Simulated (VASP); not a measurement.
# Ge32F (a cell with a defect) in VASP: single point with PBE

Aim: the single point of Ge32F (a cell with a defect) with PBE.

Program: VASP 6.6.1. These are calculated values, not measurements. Logs are shortened: lines on timing, memory, paths and dates and some standing lists are left out, and cuts for length are marked.

**1. The cell of the first run**

The cell holds a defect, 33 atoms: a = 9.824 Å, b = 9.824 Å, c = 9.824 Å, α = 109.47°, β = 109.47°, γ = 109.47°.

**2. Single point, PBE, collinear spin**

Input file INCAR:

```
ALGO = Normal ; EDIFF = 1E-6
ENCUT = 520 ; GGA = PE
GGA_COMPAT = False ; ISIF = 2
ISMEAR = -1 ; ISPIN = 2
LASPH = True ; LCHARG = True
LELF = True ; LORBIT = 11
LREAL = Auto ; LVHAR = True
LWAVE = False ; MAGMOM = 0.03 0.03 0.03 0.03 0.03 0.03 0.03 0.03 0.03 0.03 0.03 0.03 0.03 0.03 0.03 0.03 0.03 0.03 0.03 0.03 0.03 0.03 0.03 0.03 0.03 0.03 0.03 0.03 0.03 0.03 0.03 0.03 0
NBANDS = 254 ; NELM = 200
NUPDOWN = 1.0 ; PREC = Accurate
SIGMA = 0.01
```

Input file KPOINTS:

```
k-points
0
Gamma
  1 1 1
```

Input file POSCAR:

```
Ge32F
1.0
   -5.6721686400      5.6721686400      5.6721686400
    5.6721686400     -5.6721686400      5.6721686400
    5.6721686400      5.6721686400     -5.6721686400
Ge F
32 1
Direct
   -0.0005750228      0.0026793702     -0.0006517995
   -0.0000860207      0.2534347083      0.7496079756
    0.0013159560      0.5039316673      0.5007026301
    0.0000225714      0.7533307255      0.2508224056
    0.2504521216      0.0038768620      0.7506747567
    0.2486387702      0.2511296303      0.4998543734
    0.2481163348      0.5024842935      0.2478146410
    0.2504515748      0.7541828991      0.0013413597
    0.5001637186      0.0026356878      0.5006400354
    0.5009039904      0.2519452084      0.2490316284
    0.4999071648      0.5034241103      0.0004649461
    0.4997678982      0.7546745867      0.7522369324
    0.7501858705      0.0035521085      0.2500742332
    0.7503786418      0.2535629078      0.0001583252
    0.7521554475      0.5034833121      0.7522301383
    0.7518644969      0.7551349139      0.5002763004
    0.0004916549     -0.0019277696      0.7503750648
    0.0000692655      0.2475425081      0.4998056073
    0.0001702286      0.4974193503      0.2503349209
    0.0006137893      0.7480106344      0.0013344841
    0.2503937443     -0.0031591368      0.5005352664
    0.2509502531      0.2473662103      0.2504033524
    0.2498669650      0.4975526989     -0.0005135131
    0.2500969718      0.7481590197      0.7512409645
    0.5007059396     -0.0025417031      0.2512397679
    0.5006716961      0.2478615926      0.0002575205
    0.5002039915      0.4970092265      0.7492761538
    0.4997531585      0.7441391434      0.5001249562
    0.7503138708     -0.0022203260      0.0002521562
    0.7500741080      0.2468995639      0.7499497167
    0.7502994804      0.4979027327      0.5007273329
    0.7498230824      0.7475502112      0.2499274666
    0.5002869567      0.4986994101      0.5003751307
```

Potentials or basis: VASP PAW PBE potentials, release 64 (Ge_d, F).

The run is started by

```bash
> cat potpaw_PBE.64/Ge_d/POTCAR potpaw_PBE.64/F/POTCAR > POTCAR
> mpirun -np 1 vasp_gam > vasp.out
```

OUTCAR:

```text
EDIFF = 1E-6
   ENCUT = 520
   GGA = PE
   ISIF = 2
   ISMEAR = -1
   ISPIN = 2
   LASPH = True
   LORBIT = 11
   LREAL = Auto
   NELM = 200
   NUPDOWN = 1.0
   PREC = Accurate

 ion  position               nearest neighbor table
   1  0.999  0.003  0.999-  29 2.43  17 2.43  22 2.45  20 2.51
   2  1.000  0.253  0.750-  30 2.44  18 2.44  23 2.44  17 2.51
   3  0.001  0.504  0.501-  19 2.44  24 2.44  31 2.45  18 2.51
   4  0.000  0.753  0.251-  21 2.44  20 2.44  32 2.44  19 2.51
   5  0.250  0.004  0.751-  21 2.44  17 2.44  26 2.44  24 2.51
   6  0.249  0.251  0.500-  18 2.43  27 2.45  22 2.45  21 2.51
[... 24 lines left out ...]
  31  0.750  0.498  0.501-  10 2.45  15 2.45   3 2.45  16 2.52
  32  0.750  0.748  0.250-  16 2.43  11 2.44   4 2.44  13 2.51
  33  0.500  0.499  0.500-

  LATTYP: Found a body centered cubic cell.
 ALAT       =    11.3443372800

  Lattice vectors:

 A1 = (  -5.6721686400,   5.6721686400,   5.6721686400)
 A2 = (   5.6721686400,  -5.6721686400,   5.6721686400)
 A3 = (   5.6721686400,   5.6721686400,  -5.6721686400)

Analysis of symmetry for initial positions (statically):
=====================================================================
 Subroutine PRICEL returns:
 Original cell was already a primitive cell.

 Routine SETGRP: Setting up the symmetry group for a
 body centered cubic supercell.

 Subroutine GETGRP returns: Found  1 space group operations
 (whereof  1 operations were pure point group operations)
 out of a pool of 48 trial point group operations.

The static configuration has the point symmetry C_1 .

Analysis of symmetry for dynamics (positions and initial velocities):
=====================================================================
 Subroutine PRICEL returns:
 Original cell was already a primitive cell.

 Routine SETGRP: Setting up the symmetry group for a
 body centered cubic supercell.

 Subroutine GETGRP returns: Found  1 space group operations
 (whereof  1 operations were pure point group operations)
 out of a pool of 48 trial point group operations.

The dynamic configuration has the point symmetry C_1 .

Analysis of structural, dynamic, and magnetic symmetry:
=====================================================================
 Subroutine PRICEL returns:
 Original cell was already a primitive cell.

 Routine SETGRP: Setting up the symmetry group for a
 body centered cubic supercell.

 Subroutine GETGRP returns: Found  1 space group operations
 (whereof  1 operations were pure point group operations)
 out of a pool of 48 trial point group operations.

The overall configuration has the point symmetry C_1 .

 Subroutine INISYM returns: Found  1 space group operations
 (whereof  1 operations are pure point group operations),
 and found     1 'primitive' translations

----------------------------------------------------------------------------------------

                                     Primitive cell

  volume of cell :     729.9740

  direct lattice vectors                    reciprocal lattice vectors
    -5.672168640  5.672168640  5.672168640     0.000000000  0.088149706  0.088149706
     5.672168640 -5.672168640  5.672168640     0.088149706  0.000000000  0.088149706
     5.672168640  5.672168640 -5.672168640     0.088149706  0.088149706  0.000000000

  length of vectors
     9.824484274  9.824484274  9.824484274     0.124662510  0.124662510  0.124662510

  position of ions in fractional coordinates (direct lattice)
     0.999424977  0.002679370  0.999348201
     0.999913979  0.253434708  0.749607976
     0.001315956  0.503931667  0.500702630
     0.000022571  0.753330725  0.250822406
     0.250452122  0.003876862  0.750674757
     0.248638770  0.251129630  0.499854373
[... 25 lines left out ...]
     0.749823082  0.747550211  0.249927467
     0.500286957  0.498699410  0.500375131

  ion indices of the primitive-cell ions
   primitive index   ion index
                 1           1
                 2           2
                 3           3
                 4           4
                 5           5
                 6           6
[... 25 lines left out ...]
                32          32
                33          33

----------------------------------------------------------------------------------------

 KPOINTS: k-points

Automatic generation of k-mesh.
 Grid dimensions read from file:
 generate k-points for:    1    1    1

 Generating k-lattice:

  Cartesian coordinates                     Fractional coordinates (reciprocal lattice)
     0.000000000  0.088149706  0.088149706     1.000000000  0.000000000  0.000000000
     0.088149706  0.000000000  0.088149706     0.000000000  1.000000000  0.000000000
     0.088149706  0.088149706  0.000000000     0.000000000  0.000000000  1.000000000

  Length of vectors
     0.124662510  0.124662510  0.124662510

  Shift w.r.t. Gamma in fractional coordinates (k-lattice)
     0.000000000  0.000000000  0.000000000

 Subroutine IBZKPT returns following result:
 ===========================================

 Found      1 irreducible k-points:

 Following reciprocal coordinates:
            Coordinates               Weight
  0.000000  0.000000  0.000000      1.000000
   k-points           NKPTS =      1   k-points in BZ     NKDIM =      1   number of bands    NBANDS=    254
   number of dos      NEDOS =    301   number of ions     NIONS =     33
   total plane-waves  NPLWV = 512000
   dimension x,y,z NGX =    80 NGY =   80 NGZ =   80
   dimension x,y,z NGXF=   160 NGYF=  160 NGZF=  160
   ions per type =              32   1
   NGX,Y,Z   is equivalent  to a cutoff of  13.54, 13.54, 13.54 a.u.
   NGXF,Y,Z  is equivalent  to a cutoff of  27.07, 27.07, 27.07 a.u.
 SYSTEM =  unknown system
   PREC   = accura    normal or accurate (medium, high low for compatibility)
   ISTART =      0    job   : 0-new  1-cont  2-samecut
   ICHARG =      2    charge: 1-file 2-atom 10-const
   ISPIN  =      2    spin polarized calculation?
   LNONCOLLINEAR =      F non collinear calculations
   LSORBIT =      F    spin-orbit coupling
   LASPH  =      T    aspherical Exc in radial PAW
   ENCUT  =  520.0 eV  38.22 Ry    6.18 a.u.  18.27 18.27 18.27*2*pi/ulx,y,z
   NELM   =    200;   NELMIN=  2; NELMDL= -5     # of ELM steps
   EDIFF  = 0.1E-05   stopping-criterion for ELM
   LREAL  =      T    real-space projection
   EDIFFG = 0.1E-04   stopping-criterion for IOM
   NSW    =      0    number of steps for IOM
   IBRION =     -1    ionic relax: 0-MD 1-quasi-New 2-CG
   NFREE  =      0    steps in history (QN), initial steepest desc. (CG)
   ISIF   =      2    stress and relaxation
   ISYM   =      2    0-nonsym 1-usesym 2-fastsym
   POTIM  = 0.5000    time-step for ionic-motion
   TEBEG  =    0.0;   TEEND  =   0.0 temperature during run
   PSTRESS=    0.0 pullay stress
   NELECT =     455.0000    total number of electrons
   NUPDOWN=       1.0000    fix difference up-down
   EMIN   =  10.00;   EMAX   =-10.00  energy-range for DOS
   EFERMI =   0.00;   METHOD = LEGACY
   ISMEAR =    -1;   SIGMA  =   0.01  broadening in eV -4-tet -1-fermi 0-gaus
   EFERMI_NEDOS =   21; number of points for ismear=-14 and -15
   IALGO  =     38    algorithm
   IMIX   =      4    mixing-type and parameters
     AMIX     =   0.40;   BMIX     =  1.00
     AMIX_MAG =   1.60;   BMIX_MAG =  1.00
  volume/ion in A,a.u.               =      22.12       149.28
  Fermi-wavevector in a.u.,A,eV,Ry     =   1.398437  2.642662 26.607899  1.955625
  Thomas-Fermi vector in A             =   2.521595
   LORBIT       =     11    0 simple, 1 ext, 2 COOP (PROOUT), +10 PAW based schemes
   GGA     = PE    functional components
   LHFCALC =     F    Hartree Fock is set to
   AEXX    =    0.0000 exact exchange contribution
   IVDW    =     0    specifies the selected vdW correction
   LEPSILON=     F    determine dielectric tensor
   LRPA    =     F    only Hartree local field effects (RPA)
 spin polarized calculation
  energy-cutoff  :      520.00
  volume of cell :      729.97
 maximum number of plane-waves:      9739
 NGX is ok and might be reduce to    80
   NGX = 37   NGY = 37   NGZ = 37

 number of electron     455.0000011 magnetization       1.0000014

 Free energy of the ion-electron system (eV)
  ---------------------------------------------------
  ext. energy  EPLUGINS =         0.00000000
  ---------------------------------------------------
  free energy    TOTEN  =      -141.83898109 eV

  energy without entropy =     -141.83836550  energy(sigma->0) =     -141.83867329

 E-fermi :   4.9720     XC(G=0):  -9.9252

 val. band max:        4.9744572602   @ k =   0.0000   0.0000   0.0000
 cond. band min:       5.0258118433   @ k =   0.0000   0.0000   0.0000
 fundamental gap:      0.0513545831
 Fermi energy:         5.1223268571

 spin component 1

 k-point     1 :       0.0000    0.0000    0.0000
  band No.  band energies     occupation
      1     -19.8346      1.00000
      2     -19.8326      1.00000
      3     -19.8323      1.00000
      4     -19.8321      1.00000
      5     -19.8298      1.00000
      6     -19.8298      1.00000
[... 231 lines left out ...]
    238       6.9205      0.00000
    239       6.9209      0.00000
 Fermi energy:         4.9719889214

 spin component 2

 k-point     1 :       0.0000    0.0000    0.0000
  band No.  band energies     occupation
      1     -19.8249      1.00000
      2     -19.8229      1.00000
      3     -19.8226      1.00000
      4     -19.8225      1.00000
      5     -19.8202      1.00000
      6     -19.8202      1.00000
[... 231 lines left out ...]
    238       6.9496      0.00000
    239       6.9499      0.00000
 [bands above 239 left out]

------------------------ aborting loop because EDIFF is reached ----------------------------------------

  FORCE on cell =-STRESS in cart. coord.  units (eV):
  Direction    XX          YY          ZZ          XY          YZ          ZX
  --------------------------------------------------------------------------------------
  -------------------------------------------------------------------------------------
  Total       25.3258814     25.3284522     25.2760623      6.0108214      6.1127586     -6.1314248
  in kB       55.5862987     55.5919412     55.4769536     13.1928011     13.4165371    -13.4575063
  external PRESSURE =      55.5517312 kB  Pullay stress =       0.0000000 kB

 VOLUME and BASIS-vectors are now :
 -----------------------------------------------------------------------------
  energy-cutoff  :      520.00
  volume of cell :      729.97
      direct lattice vectors                 reciprocal lattice vectors
    -5.672168640  5.672168640  5.672168640     0.000000000  0.088149706  0.088149706
     5.672168640 -5.672168640  5.672168640     0.088149706  0.000000000  0.088149706
     5.672168640  5.672168640 -5.672168640     0.088149706  0.088149706  0.000000000

 POSITION                                       TOTAL-FORCE (eV/Angst)
 -----------------------------------------------------------------------------------
      0.01476     11.32218      0.01563        -0.003606      0.006766     -0.001075
      0.01775      8.48606      2.85730        -0.001217      0.007453     -0.000069
      5.69099     -0.01085      0.02578        -0.003346      0.006866     -0.001668
      5.69560     -2.85018      2.85044        -0.003592      0.000051      0.002279
      2.85934      5.65657     -2.81536        -0.003978      0.005329     -0.000828
      2.84939      2.82113     -0.00049        -0.001142      0.001182      0.001772
[... 25 lines left out ...]
      1.40474      1.43052      7.07572         0.001921     -0.004539      0.003453
      2.82921      2.84722      2.82821         0.002761     -0.009094      0.005506
 -----------------------------------------------------------------------------------
    total drift:                               -0.002464      0.005545     -0.003057

  FREE ENERGIE OF THE ION-ELECTRON SYSTEM (eV)
  ---------------------------------------------------
  free  energy   TOTEN  =      -141.8389810852 eV

  energy  without entropy=     -141.8383654982  energy(sigma->0) =     -141.83867329

 total charge

# of ion       s       p       d       tot
------------------------------------------
    1        1.129   1.280  10.020  12.429
    2        1.124   1.279  10.021  12.424
    3        1.129   1.280  10.020  12.429
    4        1.124   1.278  10.021  12.423
    5        1.124   1.279  10.021  12.424
    6        1.135   1.256  10.023  12.415
[... 25 lines left out ...]
   32        1.126   1.280  10.022  12.427
   33        1.752   4.320   0.000   6.072
--------------------------------------------------
tot         37.854  44.916 320.744 403.514

 magnetization (x)

# of ion       s       p       d       tot
------------------------------------------
    1        0.031   0.001  -0.000   0.032
    2        0.027   0.001  -0.000   0.027
    3        0.031   0.001  -0.000   0.032
    4        0.027   0.001  -0.000   0.027
    5        0.027   0.001  -0.000   0.027
    6        0.026   0.001  -0.000   0.027
[... 25 lines left out ...]
   32        0.028   0.001  -0.000   0.029
   33        0.000  -0.001   0.000  -0.001
--------------------------------------------------
tot          0.885   0.024  -0.001   0.909
```

Wall time 41 min (1 thread of Intel Xeon 8259CL, shared host); peak memory 1.4 GiB.

What came out:

| Quantity | Value |
| --- | --- |
| Free energy | -141.8390 eV |
| Pressure | 5.6 GPa |
| Largest force | 0.017 eV/Å |
| Net moment | 1.00 μB per cell |
| Site moments | Ge +0.03; F -0.00 μB |
| Valence electrons inside the program's atomic spheres | Ge 12.43, 12.42, 12.41, 12.39, 12.38 (each value once); F 6.07 |

Forces on the atoms (eV/Å):
```
Ge  -0.004  0.007 -0.001
Ge  -0.001  0.007  0.000
Ge  -0.003  0.007 -0.002
Ge  -0.004  0.000  0.002
Ge  -0.004  0.005 -0.001
Ge  -0.001  0.001  0.002
Ge  -0.004  0.000  0.001
Ge  -0.009  0.005  0.000
Ge  -0.006  0.002  0.002
Ge  -0.002  0.005 -0.002
Ge  -0.006  0.007  0.000
Ge   0.003  0.002  0.005
Ge  -0.001  0.005 -0.003
Ge  -0.003  0.005  0.001
Ge  -0.009  0.004  0.004
Ge  -0.006  0.010  0.006
Ge   0.004 -0.005  0.000
Ge   0.003  0.001 -0.002
Ge   0.008 -0.007  0.002
Ge   0.005 -0.006 -0.002
Ge   0.003 -0.004  0.006
Ge   0.005 -0.009 -0.005
Ge   0.004 -0.002 -0.001
Ge  -0.002 -0.006  0.001
Ge   0.007 -0.004  0.000
Ge   0.002 -0.007 -0.002
Ge   0.013  0.003 -0.011
Ge   0.004  0.003 -0.006
Ge   0.001 -0.006  0.001
Ge   0.005 -0.008 -0.006
Ge  -0.004  0.000 -0.001
Ge   0.002 -0.005  0.003
F    0.003 -0.009  0.006
```

Caveat: the k points lie up to 0.78 Å⁻¹ apart; the total moment is fixed, so each spin has its own Fermi level and the state may be an excited one.
